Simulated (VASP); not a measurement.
# PrBOs4 (P4/mmm) in VASP: a series of runs

PrBOs4 is run at these levels: PBE; tasks: single point, relaxation of cell and atoms.

All numbers are computed with VASP 6.6.1; they aren't measurements. Logs are shortened: lines on timing, memory, paths and dates and some standing lists are left out, and cuts for length are marked.

## Step 1: The cell of the first run

The structure is tetragonal, space group P4/mmm (No. 123). Conventional cell: a = 3.751 Å, b = 3.751 Å, c = 7.641 Å, α = 90.00°, β = 90.00°, γ = 90.00°. Within 4.2 Å of Pr (site symmetry 4/mmm) lie 8 Os at 3.18 Å and 4 Pr at 3.75 Å. Within 3.0 Å of B (site symmetry 4/mmm) lie 8 Os at 2.26 Å. Within 3.0 Å of Os (site symmetry 2mm) lie 2 B at 2.26 Å and 5 Os at 2.51 to 2.65 Å.

The cell was generated, and may not be a known phase.

## Step 2: Single point, PBE

Input file INCAR:

```
PREC = Accurate
ENCUT = 600
EDIFF = 1E-6
ISMEAR = 0
SIGMA = 0.1
LREAL = False
LASPH = True
NELM = 200
ALGO = Normal
ISIF = 2
LWAVE = False
LCHARG = False
GGA = PE
NBANDS = 32
GGA_COMPAT = False
LMAXMIX = 6
```

Input file KPOINTS:

```
Automatic mesh
0
Gamma
  6 6 2
```

Input file POSCAR:

```
PrBOs4
1.0
    3.7506220961      0.0000000000      0.0000000000
    0.0000000000      3.7506220961      0.0000000000
    0.0000000000      0.0000000000      7.6414316629
Pr B Os
1 1 4
Direct
    0.5000000000      0.5000000000      0.5000000000
    0.0000000000      0.0000000000      0.0000000000
    0.5000000000      0.0000000000      0.8356895493
    0.0000000000      0.5000000000      0.1643104507
    0.5000000000      0.0000000000      0.1643104507
    0.0000000000      0.5000000000      0.8356895493
```

Potentials or basis: VASP PAW PBE potentials, release 64 (Pr_3, B, Os), 4f in core.

Started as:

```
> cat potpaw_PBE.64/Pr_3/POTCAR potpaw_PBE.64/B/POTCAR potpaw_PBE.64/Os/POTCAR > POTCAR
> mpirun -np 1 vasp_std > vasp.out
```

OUTCAR:

```text
PREC = Accurate
   ENCUT = 600
   EDIFF = 1E-6
   ISMEAR = 0
   LREAL = False
   LASPH = True
   NELM = 200
   ISIF = 2
   GGA = PE

 ion  position               nearest neighbor table
   1  0.500  0.500  0.500-   3 3.18   4 3.18   5 3.18   6 3.18   3 3.18   5 3.18   4 3.18   6 3.18

   2  0.000  0.000  0.000-   3 2.26   4 2.26   5 2.26   6 2.26   4 2.26   6 2.26   3 2.26   5 2.26

   3  0.500  0.000  0.836-   2 2.26   2 2.26   5 2.51   6 2.65   6 2.65   6 2.65   6 2.65   1 3.18
                             1 3.18
   4  0.000  0.500  0.164-   2 2.26   2 2.26   6 2.51   5 2.65   5 2.65   5 2.65   5 2.65   1 3.18
                             1 3.18
   5  0.500  0.000  0.164-   2 2.26   2 2.26   3 2.51   4 2.65   4 2.65   4 2.65   4 2.65   1 3.18
                             1 3.18
   6  0.000  0.500  0.836-   2 2.26   2 2.26   4 2.51   3 2.65   3 2.65   3 2.65   3 2.65   1 3.18
                             1 3.18

  LATTYP: Found a simple tetragonal cell.
 ALAT       =     3.7506220961
 C/A-ratio  =     2.0373771249

  Lattice vectors:

 A1 = (   3.7506220961,   0.0000000000,   0.0000000000)
 A2 = (   0.0000000000,   3.7506220961,   0.0000000000)
 A3 = (   0.0000000000,   0.0000000000,   7.6414316629)

Analysis of symmetry for initial positions (statically):
=====================================================================
 Subroutine PRICEL returns:
 Original cell was already a primitive cell.

 Routine SETGRP: Setting up the symmetry group for a
 simple tetragonal supercell.

 Subroutine GETGRP returns: Found 16 space group operations
 (whereof 16 operations were pure point group operations)
 out of a pool of 16 trial point group operations.

The static configuration has the point symmetry D_4h.

Analysis of symmetry for dynamics (positions and initial velocities):
=====================================================================
 Subroutine PRICEL returns:
 Original cell was already a primitive cell.

 Routine SETGRP: Setting up the symmetry group for a
 simple tetragonal supercell.

 Subroutine GETGRP returns: Found 16 space group operations
 (whereof 16 operations were pure point group operations)
 out of a pool of 16 trial point group operations.

The dynamic configuration has the point symmetry D_4h.

 Subroutine INISYM returns: Found 16 space group operations
 (whereof 16 operations are pure point group operations),
 and found     1 'primitive' translations

----------------------------------------------------------------------------------------

[... 100 lines left out ...]
   NFREE  =      0    steps in history (QN), initial steepest desc. (CG)
   ISIF   =      2    stress and relaxation
   ISYM   =      2    0-nonsym 1-usesym 2-fastsym
   POTIM  = 0.5000    time-step for ionic-motion
   TEBEG  =    0.0;   TEEND  =   0.0 temperature during run
   PSTRESS=    0.0 pullay stress
   NELECT =      46.0000    total number of electrons
   NUPDOWN=      -1.0000    fix difference up-down
   EMIN   =  10.00;   EMAX   =-10.00  energy-range for DOS
   EFERMI =   0.00;   METHOD = LEGACY
   ISMEAR =     0;   SIGMA  =   0.10  broadening in eV -4-tet -1-fermi 0-gaus
   EFERMI_NEDOS =   21; number of points for ismear=-14 and -15
   IALGO  =     38    algorithm
   IMIX   =      4    mixing-type and parameters
     AMIX     =   0.40;   BMIX     =  1.00
     AMIX_MAG =   1.60;   BMIX_MAG =  1.00
  volume/ion in A,a.u.               =      17.92       120.90
  Fermi-wavevector in a.u.,A,eV,Ry     =   1.233674  2.331305 20.707400  1.521951
  Thomas-Fermi vector in A             =   2.368395
   LORBIT       =      0    0 simple, 1 ext, 2 COOP (PROOUT), +10 PAW based schemes
   GGA     = PE    functional components
   LHFCALC =     F    Hartree Fock is set to
   AEXX    =    0.0000 exact exchange contribution
   IVDW    =     0    specifies the selected vdW correction
   LEPSILON=     F    determine dielectric tensor
   LRPA    =     F    only Hartree local field effects (RPA)
 non-spin polarized calculation
 Gauss-broadening in eV      SIGMA  =   0.10
  energy-cutoff  :      600.00
  volume of cell :      107.49
 maximum number of plane-waves:      3622
 NGX is ok and might be reduce to    30
   NGX = 15   NGY = 15   NGZ = 31

 number of electron      46.0000002 magnetization

 Free energy of the ion-electron system (eV)
  ---------------------------------------------------
  ext. energy  EPLUGINS =         0.00000000
  ---------------------------------------------------
  free energy    TOTEN  =       -53.08889104 eV

  energy without entropy =      -53.05128620  energy(sigma->0) =      -53.07008862

 E-fermi :   5.9318     XC(G=0): -11.8030

 val. band max:        5.9048006557   @ k =   0.5000   0.3333   0.5000
 cond. band min:       5.9412523420   @ k =   0.3333   0.0000   0.0000
 fundamental gap:      0.0364516863
 Fermi energy:         5.9318430695

 k-point     1 :       0.0000    0.0000    0.0000
  band No.  band energies     occupation
      1     -29.9244      2.00000
      2     -11.9280      2.00000
      3     -11.7603      2.00000
      4     -11.7603      2.00000
      5      -5.0495      2.00000
      6      -1.9084      2.00000
[... 689 lines left out ...]
     31       8.2692      0.00000
     32      10.2657      0.00000

------------------------ aborting loop because EDIFF is reached ----------------------------------------

  FORCE on cell =-STRESS in cart. coord.  units (eV):
  Direction    XX          YY          ZZ          XY          YZ          ZX
  --------------------------------------------------------------------------------------
  -------------------------------------------------------------------------------------
  Total        0.3555197      0.3555197      0.2987141      0.0000000      0.0000000      0.0000000
  in kB        5.2989873      5.2989873      4.4523061      0.0000000      0.0000000      0.0000000
  external PRESSURE =       5.0167602 kB  Pullay stress =       0.0000000 kB

 VOLUME and BASIS-vectors are now :
 -----------------------------------------------------------------------------
  energy-cutoff  :      600.00
  volume of cell :      107.49
      direct lattice vectors                 reciprocal lattice vectors
     3.750622096  0.000000000  0.000000000     0.266622436  0.000000000  0.000000000
     0.000000000  3.750622096  0.000000000     0.000000000  0.266622436  0.000000000
     0.000000000  0.000000000  7.641431663     0.000000000  0.000000000  0.130865529

 POSITION                                       TOTAL-FORCE (eV/Angst)
 -----------------------------------------------------------------------------------
      1.87531      1.87531      3.82072        -0.000000     -0.000000     -0.000000
      0.00000      0.00000      0.00000        -0.000000     -0.000000     -0.000000
      1.87531      0.00000      6.38586        -0.000000     -0.000000     -0.043092
      0.00000      1.87531      1.25557         0.000000      0.000000      0.043092
      1.87531      0.00000      1.25557         0.000000     -0.000000      0.043092
      0.00000      1.87531      6.38586        -0.000000      0.000000     -0.043092
 -----------------------------------------------------------------------------------
    total drift:                                0.000000     -0.000000      0.000000

  FREE ENERGIE OF THE ION-ELECTRON SYSTEM (eV)
  ---------------------------------------------------
  free  energy   TOTEN  =       -53.0888910353 eV

  energy  without entropy=      -53.0512861961  energy(sigma->0) =      -53.07008862
```

stdout:

```text
POSCAR found type information on POSCAR PrB Os
 POSCAR found :  3 types and       6 ions
 scaLAPACK will be used
 LDA part: xc-table for (Slater+PW92), standard interpolation
 POSCAR, INCAR and KPOINTS ok, starting setup
 FFT: planning ... GRIDC
 FFT: planning ... GRID_SOFT
 FFT: planning ... GRID
 WAVECAR not read
 entering main loop
```

Wall time 74 s (1 thread of Intel Xeon Platinum 8488C (Sapphire Rapids), shared host); peak memory 0.27 GiB.

What came out:

```yaml
Free_energy: -53.0889 eV
Pressure: 0.5 GPa
Largest_force: 0.043 eV/Å
Band_gap_on_the_k_mesh: zero (bands 23 and 24 overlap by 1.76 eV)
```

Forces in eV/Å, atoms in the order of the input:
```
Pr   0.000  0.000  0.000
B    0.000  0.000  0.000
Os   0.000  0.000 -0.043
Os   0.000  0.000  0.043
Os   0.000  0.000  0.043
Os   0.000  0.000 -0.043
```

Caveat: the k points lie up to 0.41 Å⁻¹ apart, too coarse for converged energies and pressures of a metal; spin-orbit coupling is left out, which moves the levels of the heavy elements; the 4f electrons are frozen in the core, so they carry no moment and show no levels. Spin polarisation is off, so any magnetic state and its effect on volume and gap are missing.

(Part 1 of 2 ends here.)

The gap in the log of VASP goes by the Fermi energy; the results here count the filled bands.